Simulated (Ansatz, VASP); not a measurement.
# Two plane-wave programs on ZnCu

INCAR

```
PREC = Accurate
ENCUT = 520
EDIFF = 1E-7
ISMEAR = 0
SIGMA = 0.15
LREAL = False
LASPH = True
NELM = 60
ALGO = Fast
ISIF = 2
LWAVE = False
LCHARG = True
GGA = PS
LELF = True
LVHAR = True
NBANDS = 18
```

The input KPOINTS:

```
regular mesh
0
Gamma
  16 16 16
```

Contents of POSCAR:

```
ZnCu
1.0
    3.0628000000      0.0000000000      0.0000000000
    0.0000000000      3.0628000000      0.0000000000
    0.0000000000      0.0000000000      3.1806000000
Zn Cu
1 1
Direct
    0.5000000000      0.5000000000      0.5000000000
    0.0000000000      0.0000000000      0.0000000000
```

Input for Ansatz:

```yaml
crystal:
  lattice:
    - [3.0628, 0.0, 0.0]
    - [0.0, 3.0628, 0.0]
    - [0.0, 0.0, 3.1806]
  atoms:
    - { symbol: Zn, position: [0.5, 0.5, 0.5] }
    - { symbol: Cu, position: [0.0, 0.0, 0.0] }
basis:
  ecutwfc: 420
kpoints:
  mp_grid: { grid: [16, 16, 16] }
hamiltonian:
  xc: pbesol
scf:
  occupations: { method: gaussian, width: 0.15 }
output:
  forces: true
  stress: true
  eigenvalues: true
```

Change from the starting cell: strain +0.040 along x and y, +0.080 along z, atoms carried along.

Alike in both runs: task single point; functional PBEsol; k mesh 16 × 16 × 16; occupations gaussian, width 0.15 eV; no spin polarisation.

```csv
,VASP,Ansatz
version,VASP 6.6.1,Ansatz 0.2.0
potentials or method,"VASP PAW PBE potentials, release 64 (Zn, Cu), cutoff 520 eV","scalar-relativistic, plane waves, PAW"
valence electrons in the cell,23,31
```

|  | VASP | Ansatz | Ansatz less VASP |
| --- | --- | --- | --- |
| gap on the k mesh at the Fermi level (eV) | none | none | - |
| pressure (GPa) | -15.8 | -16.3 | -0.47 |

VASP's potentials were made for PBE, not for PBEsol. A gap of «none» marks a metal or a gap that the smearing closes. VASP's potentials hold 23 valence electrons a cell and Ansatz's 31, so a difference there can come from the potentials and not from the codes.
